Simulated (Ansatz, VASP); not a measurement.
**One calculation of AlOsC6N6, two programs**

```
Al Os C N
1.0
     0.00000    5.24254    5.24254
     5.24254    0.00000    5.24254
     5.24254    5.24254    0.00000
Al Os C N
1 1 6 6
Direct
  0.00000 0.00000 0.00000
  0.50000 0.50000 0.50000
  0.80164 0.19836 0.19836
  0.19836 0.80164 0.19836
  0.19836 0.19836 0.80164
  0.19836 0.80164 0.80164
  0.80164 0.19836 0.80164
  0.80164 0.80164 0.19836
  0.69018 0.30982 0.30982
  0.30982 0.69018 0.30982
  0.30982 0.30982 0.69018
  0.30982 0.69018 0.69018
  0.69018 0.30982 0.69018
  0.69018 0.69018 0.30982
```

Alike in both runs: functional PBE; k mesh 4 × 4 × 4; occupations gaussian, width 0.1 eV; collinear spin.

Ansatz relaxed the structure, and its values are those at the end. VASP's run is a single point on that final structure, the one shown.

|  | VASP | Ansatz |
| --- | --- | --- |
| version | VASP 6.6.1 | Ansatz 0.2.0 |
| potentials or method | VASP PAW PBE potentials, release 64 (Al, Os, C, N), cutoff 520 eV | scalar-relativistic, plane waves, PAW |
| valence electrons in the cell | 65 | 73 |

```tsv
	VASP	Ansatz	Ansatz less VASP
gap on the k mesh at the Fermi level (eV)	none	none	-
pressure (GPa)	0.6	0.0	-0.58
rms of the force components (eV/Å)	0.157	0.010	-0.1474
net moment per atom (μB)	0.07	0.07	0.000
size of the moment on the site where the two differ most (μB)	0.71	0.44	-0.271
```

Site moments also hang on the region over which each program counts them. A gap of «none» marks a metal or a gap that the smearing closes. One of these differences is far larger than is usual between the two programs; its cause wasn't traced. VASP's potentials hold 65 valence electrons a cell and Ansatz's 73, so a difference there can come from the potentials and not from the codes.

Neither program's run includes spin-orbit coupling. Noted on VASP's run: the standard files for N, O and F lose accuracy on very short bonds.
